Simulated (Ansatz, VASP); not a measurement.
# One calculation of B, two programs

The input INCAR:

```
PREC = Accurate
ENCUT = 520
EDIFF = 1E-6
ISMEAR = -1
SIGMA = 0.05
LREAL = False
LASPH = True
NELM = 100
ALGO = Normal
ISIF = 2
LWAVE = False
LCHARG = True
GGA = PE
LELF = True
LVHAR = True
NBANDS = 8
```

Contents of KPOINTS:

```
Automatic mesh
0
Gamma
  24 24 24
```

File POSCAR:

```
B
1.0
    0.0000000000      1.3937838554      1.3937838554
    1.3937838554      0.0000000000      1.3937838554
    1.3937838554      1.3937838554      0.0000000000
B
1
Direct
    0.0000000000      0.0000000000      0.0000000000
```

Input for Ansatz:

```yaml
crystal:
  lattice:
    - [0.0, 1.3937838554, 1.3937838554]
    - [1.3937838554, 0.0, 1.3937838554]
    - [1.3937838554, 1.3937838554, 0.0]
  atoms:
    - { symbol: B, position: [0.0, 0.0, 0.0] }
kpoints:
  mp_grid: { grid: [24, 24, 24] }
scf:
  occupations: { method: fermi_dirac, width: 0.05 }
hamiltonian:
  xc: pbe
  pseudopotentials: { kind: paw }
output:
  forces: true
  stress: true
  eigenvalues: true
  populations: true
  write_density: true
  write_potential: true
  elf: true
  volumetric_format: npy
```

Change from the starting cell: volume scaled by 0.92, PAW files.

Alike in both runs: task single point; functional PBE; k mesh 24 × 24 × 24; occupations fermi-dirac, width 0.05 eV; no spin polarisation.

```csv
,VASP,Ansatz
version,VASP 6.6.1,Ansatz 0.2.0
potentials or method,"VASP PAW PBE potentials, release 64 (B)","PAW with Ansatz's default frozen-core files, scalar-relativistic"
plane-wave cutoff (eV),520,420
valence electrons in the cell,3,3
```

|  | VASP | Ansatz | Ansatz less VASP |
| --- | --- | --- | --- |
| pressure (GPa) | 26.5 | 26.5 | -0.04 |

With one functional, cell and mesh, what is left measures potentials, basis and numerics.
